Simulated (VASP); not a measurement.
# Cd (P6_3/mmc) in VASP: a series of runs

The runs below take Cd through single point, with r2SCAN.

All numbers are computed with VASP 6.6.1; they aren't measurements. Logs are shortened: lines on timing, memory, paths and dates and some standing lists are left out, and cuts for length are marked.

### Step 1. The cell of the first run

Symmetry: P6_3/mmc, No. 194, hexagonal system. The conventional cell has a = 2.951 Å, b = 2.951 Å, c = 5.884 Å, α = 90.00°, β = 90.00°, γ = 120.00°. Within 3.9 Å of Cd (site symmetry -6m2) lie 12 Cd at 2.95 to 3.40 Å.

### Step 2. Single point, r2SCAN

File POSCAR:

```
Cd
1.0
    2.9509006248      0.0000000000      0.0000000000
   -1.4754503124      2.5555549051      0.0000000000
    0.0000000000      0.0000000000      5.8838547497
Cd
2
Direct
    0.3333333333      0.6666666667      0.2500000000
    0.6666666667      0.3333333333      0.7500000000
```

File INCAR.step1:

```
PREC = Accurate ; ENCUT = 520
ISMEAR = 1 ; SIGMA = 0.1
LREAL = F ; LASPH = T
NELM = 100 ; NBANDS = 19
GGA = PE ; ALGO = Normal
EDIFF = 1E-4 ; LWAVE = T
LCHARG = F
```

File INCAR.step2:

```
PREC = Accurate ; ENCUT = 520
EDIFF = 1E-6 ; ISMEAR = 1
SIGMA = 0.1 ; LREAL = F
LASPH = T ; NELM = 100
ALGO = Normal ; ISIF = 2
LWAVE = F ; LCHARG = T
METAGGA = R2SCAN ; LMIXTAU = T
LELF = T ; LVHAR = T
NBANDS = 19 ; ISTART = 1
```

File KPOINTS:

```
Automatic mesh
0
Gamma
  12 12 6
```

Potentials or basis: VASP PAW PBE potentials, release 64 (Cd).

Command:

```console
$ cat potpaw_PBE.64/Cd/POTCAR > POTCAR
$ cp INCAR.step1 INCAR
$ mpirun -np 1 vasp_std > vasp.out
$ cp INCAR.step2 INCAR
$ mpirun -np 1 vasp_std > vasp.out
```

OUTCAR:

```text
PREC = Accurate
   ENCUT = 520
   EDIFF = 1E-6
   ISMEAR = 1
   LREAL = F
   LASPH = T
   NELM = 100
   ISIF = 2
   METAGGA = R2SCAN
   ISTART = 1

 ion  position               nearest neighbor table
   1  0.333  0.667  0.250-   2 3.40   2 3.40   2 3.40   2 3.40   2 3.40   2 3.40
   2  0.667  0.333  0.750-   1 3.40   1 3.40   1 3.40   1 3.40   1 3.40   1 3.40

  LATTYP: Found a hexagonal cell.
 ALAT       =     2.9509006248
 C/A-ratio  =     1.9939182974

  Lattice vectors:

 A1 = (   2.9509006248,   0.0000000000,   0.0000000000)
 A2 = (  -1.4754503124,   2.5555549051,   0.0000000000)
 A3 = (   0.0000000000,   0.0000000000,   5.8838547497)

Analysis of symmetry for initial positions (statically):
=====================================================================
 Subroutine PRICEL returns:
 Original cell was already a primitive cell.

 Routine SETGRP: Setting up the symmetry group for a
 hexagonal supercell.

 Subroutine GETGRP returns: Found 24 space group operations
 (whereof 12 operations were pure point group operations)
 out of a pool of 24 trial point group operations.

The static configuration has the point symmetry D_3d.
 The point group associated with its full space group is D_6h.

Analysis of symmetry for dynamics (positions and initial velocities):
=====================================================================
 Subroutine PRICEL returns:
 Original cell was already a primitive cell.

 Routine SETGRP: Setting up the symmetry group for a
 hexagonal supercell.

 Subroutine GETGRP returns: Found 24 space group operations
 (whereof 12 operations were pure point group operations)
 out of a pool of 24 trial point group operations.

The dynamic configuration has the point symmetry D_3d.
 The point group associated with its full space group is D_6h.

 Subroutine INISYM returns: Found 24 space group operations
 (whereof 12 operations are pure point group operations),
 and found     1 'primitive' translations

----------------------------------------------------------------------------------------

                                     Primitive cell

  volume of cell :      44.3713

  direct lattice vectors                    reciprocal lattice vectors
     2.950900625  0.000000000  0.000000000     0.338879592  0.195652224  0.000000000
    -1.475450312  2.555554905  0.000000000     0.000000000  0.391304447  0.000000000
     0.000000000  0.000000000  5.883854750     0.000000000  0.000000000  0.169956609

  length of vectors
     2.950900625  2.950900625  5.883854750     0.391304447  0.391304447  0.169956609

  position of ions in fractional coordinates (direct lattice)
     0.333333333  0.666666667  0.250000000
     0.666666667  0.333333333  0.750000000

  ion indices of the primitive-cell ions
   primitive index   ion index
                 1           1
                 2           2

----------------------------------------------------------------------------------------

 KPOINTS: Automatic mesh

Automatic generation of k-mesh.
 Grid dimensions read from file:
 generate k-points for:   12   12    6

 Generating k-lattice:

  Cartesian coordinates                     Fractional coordinates (reciprocal lattice)
     0.028239966  0.016304352  0.000000000     0.083333333 -0.000000000  0.000000000
     0.000000000  0.032608704  0.000000000     0.000000000  0.083333333  0.000000000
     0.000000000  0.000000000  0.028326101     0.000000000  0.000000000  0.166666667

  Length of vectors
     0.032608704  0.032608704  0.028326101

  Shift w.r.t. Gamma in fractional coordinates (k-lattice)
     0.000000000  0.000000000  0.000000000

 Subroutine IBZKPT returns following result:
 ===========================================

 Found     76 irreducible k-points:

 Following reciprocal coordinates:
            Coordinates               Weight
  0.000000  0.000000  0.000000      1.000000
  0.083333  0.000000  0.000000      6.000000
  0.166667 -0.000000  0.000000      6.000000
  0.250000 -0.000000  0.000000      6.000000
  0.333333 -0.000000  0.000000      6.000000
  0.416667 -0.000000  0.000000      6.000000
[... 16 lines left out ...]
  0.250000 -0.000000  0.166667     12.000000
  0.333333 -0.000000  0.166667     12.000000
 [... further k-points ...]
   k-points           NKPTS =     76   k-points in BZ     NKDIM =     76   number of bands    NBANDS=     19
   number of dos      NEDOS =    301   number of ions     NIONS =      2
   total plane-waves  NPLWV =  27648
   dimension x,y,z NGX =    24 NGY =   24 NGZ =   48
   dimension x,y,z NGXF=    48 NGYF=   48 NGZF=   96
   ions per type =               2
   NGX,Y,Z   is equivalent  to a cutoff of  13.52, 13.52, 13.56 a.u.
   NGXF,Y,Z  is equivalent  to a cutoff of  27.04, 27.04, 27.12 a.u.
 SYSTEM =  unknown system
   PREC   = accura    normal or accurate (medium, high low for compatibility)
   ISTART =      1    job   : 0-new  1-cont  2-samecut
   ICHARG =      0    charge: 1-file 2-atom 10-const
   ISPIN  =      1    spin polarized calculation?
   LNONCOLLINEAR =      F non collinear calculations
   LSORBIT =      F    spin-orbit coupling
   LASPH  =      T    aspherical Exc in radial PAW
   ENCUT  =  520.0 eV  38.22 Ry    6.18 a.u.   5.49  5.49 10.94*2*pi/ulx,y,z
   NELM   =    100;   NELMIN=  2; NELMDL=  0     # of ELM steps
   EDIFF  = 0.1E-05   stopping-criterion for ELM
   LREAL  =      F    real-space projection
   EDIFFG = 0.1E-04   stopping-criterion for IOM
   NSW    =      0    number of steps for IOM
   IBRION =     -1    ionic relax: 0-MD 1-quasi-New 2-CG
   NFREE  =      0    steps in history (QN), initial steepest desc. (CG)
   ISIF   =      2    stress and relaxation
   ISYM   =      2    0-nonsym 1-usesym 2-fastsym
   POTIM  = 0.5000    time-step for ionic-motion
   TEBEG  =    0.0;   TEEND  =   0.0 temperature during run
   PSTRESS=    0.0 pullay stress
   NELECT =      24.0000    total number of electrons
   NUPDOWN=      -1.0000    fix difference up-down
   EMIN   =  10.00;   EMAX   =-10.00  energy-range for DOS
   EFERMI =   0.00;   METHOD = LEGACY
   ISMEAR =     1;   SIGMA  =   0.10  broadening in eV -4-tet -1-fermi 0-gaus
   EFERMI_NEDOS =   21; number of points for ismear=-14 and -15
   IALGO  =     38    algorithm
   IMIX   =      4    mixing-type and parameters
     AMIX     =   0.40;   BMIX     =  1.00
     AMIX_MAG =   1.60;   BMIX_MAG =  1.00
  volume/ion in A,a.u.               =      22.19       149.72
  Fermi-wavevector in a.u.,A,eV,Ry     =   1.333863  2.520636 24.207368  1.779191
  Thomas-Fermi vector in A             =   2.462689
   LORBIT       =      0    0 simple, 1 ext, 2 COOP (PROOUT), +10 PAW based schemes
   METAGGA = R2SCAN    functional components
   LHFCALC =     F    Hartree Fock is set to
   AEXX    =    0.0000 exact exchange contribution
   IVDW    =     0    specifies the selected vdW correction
   LEPSILON=     F    determine dielectric tensor
   LRPA    =     F    only Hartree local field effects (RPA)
 non-spin polarized calculation
 Methfessel and Paxton  Order N= 1 SIGMA  =   0.10
  energy-cutoff  :      520.00
  volume of cell :       44.37
 maximum number of plane-waves:      1222
 NGX is ok and might be reduce to    24
   NGX = 11   NGY = 11   NGZ = 21

 number of electron      24.0000004 magnetization

 Free energy of the ion-electron system (eV)
  ---------------------------------------------------
  ext. energy  EPLUGINS =         0.00000000
  ---------------------------------------------------
  free energy    TOTEN  =       -40.21198082 eV

  energy without entropy =      -40.21134809  energy(sigma->0) =      -40.21176991

 E-fermi :   2.6647     XC(G=0): -11.6160

 val. band max:        2.6498737899   @ k =   0.1667   0.0833   0.1667
 cond. band min:       2.6754015091   @ k =   0.2500   0.0833   0.0000
 fundamental gap:      0.0255277192
 Fermi energy:         2.6646820571

 k-point     1 :       0.0000    0.0000    0.0000
  band No.  band energies     occupation
      1      -7.6196      2.00000
      2      -7.4273      2.00000
      3      -6.9256      2.00000
      4      -6.9256      2.00000
      5      -6.8892      2.00000
      6      -6.8892      2.00000
[... 11 lines left out ...]
     18      19.0994      0.00000
     19      19.3462      0.00000

 k-point     2 :       0.0833    0.0000    0.0000
  band No.  band energies     occupation
      1      -7.5404      2.00000
      2      -7.3507      2.00000
      3      -6.9558      2.00000
      4      -6.9171      2.00000
      5      -6.8565      2.00000
      6      -6.8217      2.00000
[... 11 lines left out ...]
     18      17.9835      0.00000
     19      19.8295      0.00000

 k-point     3 :       0.1667   -0.0000    0.0000
  band No.  band energies     occupation
      1      -7.4015      2.00000
      2      -7.2252      2.00000
      3      -7.0177      2.00000
      4      -6.9060      2.00000
      5      -6.6634      2.00000
      6      -6.6333      2.00000
[... 11 lines left out ...]
     18      17.2127      0.00000
     19      17.5952      0.00000

 k-point     4 :       0.2500   -0.0000    0.0000
  band No.  band energies     occupation
      1      -7.4555      2.00000
      2      -7.2858      2.00000
      3      -6.8944      2.00000
      4      -6.8600      2.00000
      5      -6.7044      2.00000
      6      -6.6177      2.00000
[... 11 lines left out ...]
     18      15.2988      0.00000
     19      16.9308      0.00000

 k-point     5 :       0.3333   -0.0000    0.0000
  band No.  band energies     occupation
      1      -7.5993      2.00000
      2      -7.4413      2.00000
      3      -7.1066      2.00000
      4      -6.7816      2.00000
      5      -6.7045      2.00000
      6      -6.5363      2.00000
[... 11 lines left out ...]
     18      16.1358      0.00000
     19      16.6416      0.00000

 k-point     6 :       0.4167   -0.0000    0.0000
  band No.  band energies     occupation
      1      -7.7148      2.00000
      2      -7.5604      2.00000
      3      -7.2689      2.00000
      4      -6.8965      2.00000
      5      -6.5810      2.00000
      6      -6.5734      2.00000
[... 11 lines left out ...]
     18      16.4511      0.00000
     19      16.5008      0.00000

 k-point     7 :       0.5000   -0.0000    0.0000
  band No.  band energies     occupation
      1      -7.7578      2.00000
      2      -7.6040      2.00000
      3      -7.3249      2.00000
      4      -6.9377      2.00000
      5      -6.5971      2.00000
      6      -6.5260      2.00000
[... 11 lines left out ...]
     18      16.1927      0.00000
     19      16.3870      0.00000

 k-point     8 :       0.0833    0.0833    0.0000
  band No.  band energies     occupation
      1      -7.4089      2.00000
      2      -7.2389      2.00000
      3      -7.0081      2.00000
      4      -6.9678      2.00000
      5      -6.7090      2.00000
      6      -6.7060      2.00000
[... 256 lines left out ...]
 k-point    20 :       0.0000    0.0000    0.1667
  band No.  band energies     occupation
      1      -7.6068      2.00000
      2      -7.4403      2.00000
      3      -6.9252      2.00000
      4      -6.9252      2.00000
      5      -6.8934      2.00000
      6      -6.8934      2.00000
[... 11 lines left out ...]
     18      19.2140      0.00000
     19      19.2140      0.00000

 k-point    21 :       0.0833    0.0000    0.1667
  band No.  band energies     occupation
      1      -7.5275      2.00000
      2      -7.3629      2.00000
      3      -6.9555      2.00000
      4      -6.9218      2.00000
      5      -6.8564      2.00000
      6      -6.8259      2.00000
[... 11 lines left out ...]
     18      18.2959      0.00000
     19      19.2152      0.00000

 k-point    22 :       0.1667   -0.0000    0.1667
  band No.  band energies     occupation
      1      -7.3895      2.00000
      2      -7.2361      2.00000
      3      -7.0126      2.00000
      4      -6.9219      2.00000
      5      -6.6651      2.00000
      6      -6.6382      2.00000
[... 11 lines left out ...]
     18      17.5457      0.00000
     19      18.4411      0.00000

 k-point    23 :       0.2500   -0.0000    0.1667
  band No.  band energies     occupation
      1      -7.4441      2.00000
      2      -7.2964      2.00000
      3      -6.9658      2.00000
      4      -6.7930      2.00000
      5      -6.7596      2.00000
      6      -6.5597      2.00000
[... 11 lines left out ...]
     18      16.1880      0.00000
     19      17.1175      0.00000

 k-point    24 :       0.3333   -0.0000    0.1667
  band No.  band energies     occupation
      1      -7.5875      2.00000
      2      -7.4514      2.00000
      3      -7.1292      2.00000
      4      -6.8707      2.00000
      5      -6.6309      2.00000
      6      -6.5162      2.00000
[... 11 lines left out ...]
     18      14.8991      0.00000
     19      16.7363      0.00000

 [... further k-points ...]

------------------------ aborting loop because EDIFF is reached ----------------------------------------

  FORCE on cell =-STRESS in cart. coord.  units (eV):
  Direction    XX          YY          ZZ          XY          YZ          ZX
  --------------------------------------------------------------------------------------
  -------------------------------------------------------------------------------------
  Total        0.1362038      0.1362038      0.0531535      0.0000000      0.0000000      0.0000000
  in kB        4.9181072      4.9181072      1.9192893      0.0000000      0.0000000      0.0000000
  external PRESSURE =       3.9185012 kB  Pullay stress =       0.0000000 kB

 VOLUME and BASIS-vectors are now :
 -----------------------------------------------------------------------------
  energy-cutoff  :      520.00
  volume of cell :       44.37
      direct lattice vectors                 reciprocal lattice vectors
     2.950900625  0.000000000  0.000000000     0.338879592  0.195652224  0.000000000
    -1.475450312  2.555554905  0.000000000     0.000000000  0.391304447  0.000000000
     0.000000000  0.000000000  5.883854750     0.000000000  0.000000000  0.169956609

 POSITION                                       TOTAL-FORCE (eV/Angst)
 -----------------------------------------------------------------------------------
     -0.00000      1.70370      1.47096        -0.000000      0.000000      0.000000
      1.47545      0.85185      4.41289         0.000000      0.000000     -0.000000
 -----------------------------------------------------------------------------------
    total drift:                               -0.000000      0.000000      0.000000

  FREE ENERGIE OF THE ION-ELECTRON SYSTEM (eV)
  ---------------------------------------------------
  free  energy   TOTEN  =       -40.2119808233 eV

  energy  without entropy=      -40.2113480864  energy(sigma->0) =      -40.21176991
```

It took 2.2 min on 1 thread of Intel Xeon Platinum 8488C (Sapphire Rapids), shared host; peak memory 0.2 GiB.

Results:

```yaml
Free_energy: -40.2120 eV
Pressure: 0.4 GPa
Band_gap_on_the_k_mesh: zero (band 12 reaches 4.06 eV, above the bottom of band 13 at -0.36 eV)
```

Levels at points of the mesh, in eV from the Fermi level:
| k point | band 8 | band 9 | band 10 | band 11 | band 12 | band 13 | band 14 | band 15 | band 16 | band 17 |
| --- | --- | --- | --- | --- | --- | --- | --- | --- | --- | --- |
| (0.00, 0.00, 0.00) | -9.00 | -8.89 | -8.82 | -8.82 | -3.72 | -3.03 | 9.45 | 13.99 | 15.58 | 16.43 |
| (0.50, 0.00, 0.00) | -8.85 | -8.47 | -8.45 | -2.12 | -1.54 | 1.85 | 3.13 | 3.34 | 5.48 | 9.49 |
| (0.00, 0.00, 0.50) | -8.90 | -8.90 | -8.90 | -7.48 | -7.48 | 3.03 | 3.03 | 15.88 | 15.88 | 17.33 |
| (0.50, 0.00, 0.50) | -8.85 | -8.46 | -8.46 | -1.40 | -1.40 | 0.42 | 0.42 | 7.94 | 7.94 | 10.97 |

Caveat: the PAW data sets were made with another functional, which shifts forces and pressure a little.

(Continued in part 2 of 3.)
